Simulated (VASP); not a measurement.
Input of a VASP 6.6.1 run:

INCAR

```
ALGO = Fast ; EDIFF = 1E-6
ENCUT = 520 ; GGA = CA
ISIF = 2 ; ISMEAR = 0
LASPH = T ; LCHARG = F
LREAL = F ; LWAVE = F
NBANDS = 12 ; NELM = 100
PREC = Accurate ; SIGMA = 0.15
```

KPOINTS

```
k-points
0
Gamma
  24 24 24
```

File POSCAR:

```
Zn
1.0
   -1.0079139571      1.6214268005      1.6214268005
    1.6214268005     -1.0079139571      1.6214268005
    1.6214268005      1.6214268005     -1.0079139571
Zn
1
Direct
    0.0000000000      0.0000000000      0.0000000000
```

Potentials or basis: VASP PAW LDA potentials, release 64 (Zn).

Command:

```bash
$ cat potpaw_LDA.64/Zn/POTCAR > POTCAR
$ mpirun -np 1 vasp_std > vasp.out
```

Q: Estimate the band gap on the k mesh.

A: Zero (band 6 reaches 7.60 eV, above the bottom of band 7 at -0.16 eV).

Q: Predict the pressure.

A: 2.3 GPa.

Stress tensor (GPa, compression positive):
```
 2.27 -1.60 -1.60
-1.60  2.27 -1.60
-1.60 -1.60  2.27
```
